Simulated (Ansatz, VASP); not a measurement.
# One calculation of Ca2SiN2, two programs

```
Ca Si N
1.0
     5.50815    0.00000    0.00000
    -2.75407    4.77020    0.00000
     0.00000    0.00000    5.14040
Ca Si N
2 1 2
Direct
  0.33333 0.66667 0.00000
  0.66667 0.33333 0.00000
  0.00000 0.00000 0.00000
  0.00000 0.00000 0.61450
  0.00000 0.00000 0.38550
```

Alike in both runs: functional PBE; k mesh 6 × 6 × 4; occupations gaussian, width 0.1 eV; no spin polarisation.

Ansatz relaxed the structure, and its values are those at the end. VASP's run is a single point on that final structure, the one shown.

|  | VASP | Ansatz |
| --- | --- | --- |
| version | VASP 6.6.1 | Ansatz 0.2.0 |
| potentials or method | VASP PAW PBE potentials, release 64 (Ca_sv, Si, N), cutoff 600 eV | scalar-relativistic, plane waves, PAW |
| valence electrons in the cell | 34 | 34 |

Ansatz gave:

| Property | Result |
| --- | --- |
| gap on the k mesh at the Fermi level (eV) | none |
| pressure (GPa) | 0.2 |
| rms of the force components (eV/Å) | 0.007 |

**Question.** Estimate VASP's values.

**Answer.** gap on the k mesh at the Fermi level (eV): none; pressure (GPa): 0.4; rms of the force components (eV/Å): 0.200.

A gap of «none» marks a metal or a gap that the smearing closes. One of these differences is far larger than is usual between the two programs; its cause wasn't traced.

Noted on VASP's run: the standard files for N, O and F lose accuracy on very short bonds.
